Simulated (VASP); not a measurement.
# F (Fd-3m) in VASP: notebook

The runs below take F through single point, with r2SCAN.

All numbers are computed with VASP 6.6.1; they aren't measurements. Logs are shortened: lines on timing, memory, paths and dates and some standing lists are left out, and cuts for length are marked.

**1. The cell of the first run**

The structure is cubic, space group Fd-3m (No. 227). The conventional cell has a = 4.744 Å, b = 4.744 Å, c = 4.744 Å, α = 90.00°, β = 90.00°, γ = 90.00°. F (site symmetry -43m) has 4 F at 2.05 Å within 2.7 Å.

**2. Single point, r2SCAN**

The input, POSCAR:

```
F
1.0
    0.0000000000      2.3717664070      2.3717664070
    2.3717664070      0.0000000000      2.3717664070
    2.3717664070      2.3717664070      0.0000000000
F
2
Direct
    0.0000000000      0.0000000000      0.0000000000
    0.2500000000      0.2500000000      0.2500000000
```

The input, INCAR.step1:

```
SYSTEM = F
PREC = Accurate
ENCUT = 520
ISMEAR = -1
SIGMA = 0.1
LREAL = .False.
LASPH = .True.
NELM = 100
NBANDS = 14
GGA = PE
ALGO = Normal
EDIFF = 1E-4
LWAVE = .True.
LCHARG = .False.
```

The input, INCAR.step2:

```
SYSTEM = F
PREC = Accurate
ENCUT = 520
EDIFF = 1E-7
ISMEAR = -1
SIGMA = 0.1
LREAL = .False.
LASPH = .True.
NELM = 100
ALGO = Normal
ISIF = 2
LWAVE = .False.
LCHARG = .False.
METAGGA = R2SCAN
LMIXTAU = .True.
NBANDS = 14
ISTART = 1
```

The input, KPOINTS:

```
regular mesh
0
Gamma
  12 12 12
  0 0 0
```

Potentials or basis: VASP PAW PBE potentials, release 64 (F).

Launch:

```
$ cat potpaw_PBE.64/F/POTCAR > POTCAR
$ cp INCAR.step1 INCAR
$ mpirun -np 1 vasp_std > vasp.out
$ cp INCAR.step2 INCAR
$ mpirun -np 1 vasp_std > vasp.out
```

OUTCAR:

```text
SYSTEM = F
   PREC = Accurate
   ENCUT = 520
   EDIFF = 1E-7
   ISMEAR = -1
   LREAL = .False.
   LASPH = .True.
   NELM = 100
   ISIF = 2
   METAGGA = R2SCAN
   ISTART = 1

 ion  position               nearest neighbor table
   1  0.000  0.000  0.000-
   2  0.250  0.250  0.250-

  LATTYP: Found a face centered cubic cell.
 ALAT       =     4.7435328140

  Lattice vectors:

 A1 = (   0.0000000000,   2.3717664070,   2.3717664070)
 A2 = (   2.3717664070,   0.0000000000,   2.3717664070)
 A3 = (   2.3717664070,   2.3717664070,   0.0000000000)

Analysis of symmetry for initial positions (statically):
=====================================================================
 Subroutine PRICEL returns:
 Original cell was already a primitive cell.

 Routine SETGRP: Setting up the symmetry group for a
 face centered cubic supercell.

 Subroutine GETGRP returns: Found 48 space group operations
 (whereof 24 operations were pure point group operations)
 out of a pool of 48 trial point group operations.

The static configuration has the point symmetry T_d .
 The point group associated with its full space group is O_h .

Analysis of symmetry for dynamics (positions and initial velocities):
=====================================================================
 Subroutine PRICEL returns:
 Original cell was already a primitive cell.

 Routine SETGRP: Setting up the symmetry group for a
 face centered cubic supercell.

 Subroutine GETGRP returns: Found 48 space group operations
 (whereof 24 operations were pure point group operations)
 out of a pool of 48 trial point group operations.

The dynamic configuration has the point symmetry T_d .
 The point group associated with its full space group is O_h .

 Subroutine INISYM returns: Found 48 space group operations
 (whereof 24 operations are pure point group operations),
 and found     1 'primitive' translations

----------------------------------------------------------------------------------------

                                     Primitive cell

  volume of cell :      26.6837

  direct lattice vectors                    reciprocal lattice vectors
     0.000000000  2.371766407  2.371766407    -0.210813341  0.210813341  0.210813341
     2.371766407  0.000000000  2.371766407     0.210813341 -0.210813341  0.210813341
     2.371766407  2.371766407  0.000000000     0.210813341  0.210813341 -0.210813341

  length of vectors
     3.354184220  3.354184220  3.354184220     0.365139417  0.365139417  0.365139417

  position of ions in fractional coordinates (direct lattice)
     0.000000000  0.000000000  0.000000000
     0.250000000  0.250000000  0.250000000

  ion indices of the primitive-cell ions
   primitive index   ion index
                 1           1
                 2           2

----------------------------------------------------------------------------------------

 KPOINTS: regular mesh

Automatic generation of k-mesh.
 Grid dimensions read from file:
 generate k-points for:   12   12   12

 Generating k-lattice:

  Cartesian coordinates                     Fractional coordinates (reciprocal lattice)
    -0.017567778  0.017567778  0.017567778     0.083333333  0.000000000  0.000000000
     0.017567778 -0.017567778  0.017567778     0.000000000  0.083333333  0.000000000
     0.017567778  0.017567778 -0.017567778     0.000000000  0.000000000  0.083333333

  Length of vectors
     0.030428285  0.030428285  0.030428285

  Shift w.r.t. Gamma in fractional coordinates (k-lattice)
     0.000000000  0.000000000  0.000000000

 Subroutine IBZKPT returns following result:
 ===========================================

 Found     72 irreducible k-points:

 Following reciprocal coordinates:
            Coordinates               Weight
  0.000000  0.000000  0.000000      1.000000
  0.083333  0.000000  0.000000      8.000000
  0.166667  0.000000  0.000000      8.000000
  0.250000  0.000000  0.000000      8.000000
  0.333333  0.000000  0.000000      8.000000
  0.416667  0.000000  0.000000      8.000000
[... 16 lines left out ...]
  0.500000  0.166667  0.000000     24.000000
 -0.416667  0.166667  0.000000     24.000000
 [... further k-points ...]
   k-points           NKPTS =     72   k-points in BZ     NKDIM =     72   number of bands    NBANDS=     14
   number of dos      NEDOS =    301   number of ions     NIONS =      2
   total plane-waves  NPLWV =  21952
   dimension x,y,z NGX =    28 NGY =   28 NGZ =   28
   dimension x,y,z NGXF=    56 NGYF=   56 NGZF=   56
   ions per type =               2
   NGX,Y,Z   is equivalent  to a cutoff of  13.88, 13.88, 13.88 a.u.
   NGXF,Y,Z  is equivalent  to a cutoff of  27.76, 27.76, 27.76 a.u.
 SYSTEM =  F
   PREC   = accura    normal or accurate (medium, high low for compatibility)
   ISTART =      1    job   : 0-new  1-cont  2-samecut
   ICHARG =      0    charge: 1-file 2-atom 10-const
   ISPIN  =      1    spin polarized calculation?
   LNONCOLLINEAR =      F non collinear calculations
   LSORBIT =      F    spin-orbit coupling
   LASPH  =      T    aspherical Exc in radial PAW
   ENCUT  =  520.0 eV  38.22 Ry    6.18 a.u.   6.24  6.24  6.24*2*pi/ulx,y,z
   NELM   =    100;   NELMIN=  2; NELMDL=  0     # of ELM steps
   EDIFF  = 0.1E-06   stopping-criterion for ELM
   LREAL  =      F    real-space projection
   EDIFFG = 0.1E-05   stopping-criterion for IOM
   NSW    =      0    number of steps for IOM
   IBRION =     -1    ionic relax: 0-MD 1-quasi-New 2-CG
   NFREE  =      0    steps in history (QN), initial steepest desc. (CG)
   ISIF   =      2    stress and relaxation
   ISYM   =      2    0-nonsym 1-usesym 2-fastsym
   POTIM  = 0.5000    time-step for ionic-motion
   TEBEG  =    0.0;   TEEND  =   0.0 temperature during run
   PSTRESS=    0.0 pullay stress
   NELECT =      14.0000    total number of electrons
   NUPDOWN=      -1.0000    fix difference up-down
   EMIN   =  10.00;   EMAX   =-10.00  energy-range for DOS
   EFERMI =   0.00;   METHOD = LEGACY
   ISMEAR =    -1;   SIGMA  =   0.10  broadening in eV -4-tet -1-fermi 0-gaus
   EFERMI_NEDOS =   21; number of points for ismear=-14 and -15
   IALGO  =     38    algorithm
   IMIX   =      4    mixing-type and parameters
     AMIX     =   0.40;   BMIX     =  1.00
     AMIX_MAG =   1.60;   BMIX_MAG =  1.00
  volume/ion in A,a.u.               =      13.34        90.04
  Fermi-wavevector in a.u.,A,eV,Ry     =   1.320390  2.495176 23.720806  1.743430
  Thomas-Fermi vector in A             =   2.450220
   LORBIT       =      0    0 simple, 1 ext, 2 COOP (PROOUT), +10 PAW based schemes
   METAGGA = R2SCAN    functional components
   LHFCALC =     F    Hartree Fock is set to
   AEXX    =    0.0000 exact exchange contribution
   IVDW    =     0    specifies the selected vdW correction
   LEPSILON=     F    determine dielectric tensor
   LRPA    =     F    only Hartree local field effects (RPA)
 non-spin polarized calculation
  energy-cutoff  :      520.00
  volume of cell :       26.68
 maximum number of plane-waves:       745
 NGX is ok and might be reduce to    28
   NGX = 13   NGY = 13   NGZ = 13

 number of electron      13.9999989 magnetization

 Free energy of the ion-electron system (eV)
  ---------------------------------------------------
  ext. energy  EPLUGINS =         0.00000000
  ---------------------------------------------------
  free energy    TOTEN  =        -4.01417837 eV

  energy without entropy =       -3.85204043  energy(sigma->0) =       -3.93310940

 E-fermi :  -4.9064     XC(G=0):  -9.0064

 val. band max:       -4.9085766201   @ k =   0.4167   0.1667   0.0000
 cond. band min:      -4.8848273931   @ k =   0.4167   0.2500   0.0833
 fundamental gap:      0.0237492270
 Fermi energy:        -4.9063538874

 k-point     1 :       0.0000    0.0000    0.0000
  band No.  band energies     occupation
      1     -28.5818      2.00000
      2     -25.2855      2.00000
      3      -7.7307      2.00000
      4      -7.7307      2.00000
      5      -7.7307      2.00000
      6      -5.7266      1.99945
      7      -5.7266      1.99945
      8      -5.7266      1.99945
      9       5.6978      0.00000
     10      20.7105      0.00000
     11      20.7105      0.00000
     12      20.7105      0.00000
     13      22.3542      0.00000
     14      22.3542      0.00000

 k-point     2 :       0.0833    0.0000    0.0000
  band No.  band energies     occupation
      1     -28.5423      2.00000
      2     -25.3318      2.00000
      3      -7.7859      2.00000
      4      -7.7753      2.00000
      5      -7.7753      2.00000
      6      -5.7088      1.99935
      7      -5.6800      1.99913
      8      -5.6800      1.99913
      9       5.8877      0.00000
     10      19.4373      0.00000
     11      20.0995      0.00000
     12      20.0995      0.00000
     13      22.7694      0.00000
     14      22.7696      0.00000

 k-point     3 :       0.1667    0.0000    0.0000
  band No.  band energies     occupation
      1     -28.4283      2.00000
      2     -25.4644      2.00000
      3      -7.9476      2.00000
      4      -7.8875      2.00000
      5      -7.8875      2.00000
      6      -5.6384      1.99868
      7      -5.5627      1.99718
      8      -5.5627      1.99718
      9       6.4189      0.00000
     10      17.5610      0.00000
     11      19.2333      0.00000
     12      19.2333      0.00000
     13      22.4898      0.00000
     14      23.0739      0.00000
[... 324 lines left out ...]
 k-point    23 :       0.5000    0.1667    0.0000
  band No.  band energies     occupation
      1     -27.6861      2.00000
      2     -26.2895      2.00000
      3      -8.9599      2.00000
      4      -8.4242      2.00000
      5      -7.7213      2.00000
      6      -5.7732      1.99966
      7      -5.0121      1.48446
      8      -4.8215      0.59946
      9       9.5505      0.00000
     10      12.2160      0.00000
     11      16.8162      0.00000
     12      17.9863      0.00000
     13      23.1954      0.00000
     14      25.0115      0.00000

 k-point    24 :      -0.4167    0.1667    0.0000
  band No.  band energies     occupation
      1     -27.6625      2.00000
      2     -26.3147      2.00000
      3      -9.0136      2.00000
      4      -8.3689      2.00000
      5      -7.7711      2.00000
      6      -5.6967      1.99926
      7      -5.0622      1.65236
      8      -4.7999      0.51293
      9       9.6973      0.00000
     10      12.0999      0.00000
     11      16.7582      0.00000
     12      17.7574      0.00000
     13      23.7506      0.00000
     14      24.8132      0.00000

 [... further k-points ...]
[... 5 lines left out ...]
  --------------------------------------------------------------------------------------
  -------------------------------------------------------------------------------------
  Total        0.1627771      0.1627771      0.1627771      0.0000000      0.0000000      0.0000000
  in kB        9.7736809      9.7736809      9.7736809      0.0000000      0.0000000      0.0000000
  external PRESSURE =       9.7736809 kB  Pullay stress =       0.0000000 kB

 VOLUME and BASIS-vectors are now :
 -----------------------------------------------------------------------------
  energy-cutoff  :      520.00
  volume of cell :       26.68
      direct lattice vectors                 reciprocal lattice vectors
     0.000000000  2.371766407  2.371766407    -0.210813341  0.210813341  0.210813341
     2.371766407  0.000000000  2.371766407     0.210813341 -0.210813341  0.210813341
     2.371766407  2.371766407  0.000000000     0.210813341  0.210813341 -0.210813341

 POSITION                                       TOTAL-FORCE (eV/Angst)
 -----------------------------------------------------------------------------------
      0.00000      0.00000      0.00000         0.000000      0.000000      0.000000
      1.18588      1.18588      1.18588        -0.000000     -0.000000     -0.000000
 -----------------------------------------------------------------------------------
    total drift:                                0.000000      0.000000      0.000000

  FREE ENERGIE OF THE ION-ELECTRON SYSTEM (eV)
  ---------------------------------------------------
  free  energy   TOTEN  =        -4.0141783660 eV

  energy  without entropy=       -3.8520404256  energy(sigma->0) =       -3.93310940
```

It took 53 s on 1 thread of Intel Xeon 6975P-C (Granite Rapids), shared host; peak memory 0.16 GiB.

Results:

* Free energy: -4.0142 eV
* Pressure: 1.0 GPa
* Band gap on the k mesh: zero (bands 7 and 8 overlap by 1.13 eV)

Caveat: the PAW data sets were made with another functional, which shifts forces and pressure a little.

[end of part 1 of 2]
